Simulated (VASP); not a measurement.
Write the native input for VASP 6.6.1 that does the following.

```
Task                   : single point
Functional             : PBEsol
Potentials or basis    : VASP PAW PBE potentials, release 64 (Zr_sv, N)
Cutoff                 : 520 eV
k mesh                 : 12 × 12 × 18
Occupations            : gaussian, width 0.1 eV
Spin                   : no spin polarisation
Dipole correction      : no
Further INCAR settings : ALGO = Normal; EDIFF = 1e-06; NBANDS = 38
```

The structure of Zr2N lies in POSCAR:

```
Zr2N
1.0
    5.4130027300      0.0000000000      0.0000000000
    0.0000000000      5.4130027300      0.0000000000
    0.0000000000      0.0000000000      3.3077891900
Zr N
4 2
Direct
    0.2961254600      0.2961254600      0.0000000000
    0.7038745400      0.7038745400      0.0000000000
    0.7961254600      0.2038745400      0.5000000000
    0.2038745400      0.7961254600      0.5000000000
    0.0000000000      0.0000000000      0.0000000000
    0.5000000000      0.5000000000      0.5000000000
```

One way to write it, as run:

INCAR

```
PREC = Accurate
ENCUT = 520
EDIFF = 1E-6
ISMEAR = 0
SIGMA = 0.1
LREAL = False
LASPH = True
NELM = 60
ALGO = Normal
ISIF = 2
LWAVE = False
LCHARG = False
GGA = PS
NBANDS = 38
```

KPOINTS

```
Automatic mesh
0
Gamma
  12 12 18
```

Potentials or basis: VASP PAW PBE potentials, release 64 (Zr_sv, N).

Launch:

```sh
$ cat potpaw_PBE.64/Zr_sv/POTCAR potpaw_PBE.64/N/POTCAR > POTCAR
$ mpirun -np 1 vasp_std > vasp.out
```

It gave:

```yaml
Pressure: -4.7 GPa
Largest_force: 0.048 eV/Å
Band_gap_on_the_k_mesh: zero (bands 29 and 30 overlap by 2.51 eV)
```

Caveat: the cell stands under tension; the PAW data sets were made with another functional, which shifts forces and pressure a little.

Wall time 5.5 min on 1 thread of Intel(R) Xeon(R) 6975P-C (Granite Rapids), on a shared host, peak memory 0.78 GiB.
